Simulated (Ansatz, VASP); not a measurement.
**Two plane-wave programs on V**

```
V
1.0
    -1.49861    1.49861    1.49861
     1.49861   -1.49861    1.49861
     1.49861    1.49861   -1.49861
V
1
Cartesian
  0.0000 0.0000 0.0000
```

Alike in both runs: task single point; functional PBE; k mesh 20 × 20 × 20; occupations gaussian, width 0.1 eV; no spin polarisation.

```csv
,VASP,Ansatz
version,VASP 6.6.1,Ansatz 0.2.0
potentials or method,"VASP PAW PBE potentials, release 64 (V_sv), cutoff 520 eV","scalar-relativistic, plane waves, PAW"
valence electrons in the cell,13,13
```

Ansatz gave:

| Item | Value |
| --- | --- |
| gap on the k mesh at the Fermi level (eV) | none |
| pressure (GPa) | 0.0 |

**Question.** Estimate VASP's values.

**Answer.** gap on the k mesh at the Fermi level (eV): none; pressure (GPa): 0.2.

A gap of «none» marks a metal or a gap that the smearing closes.
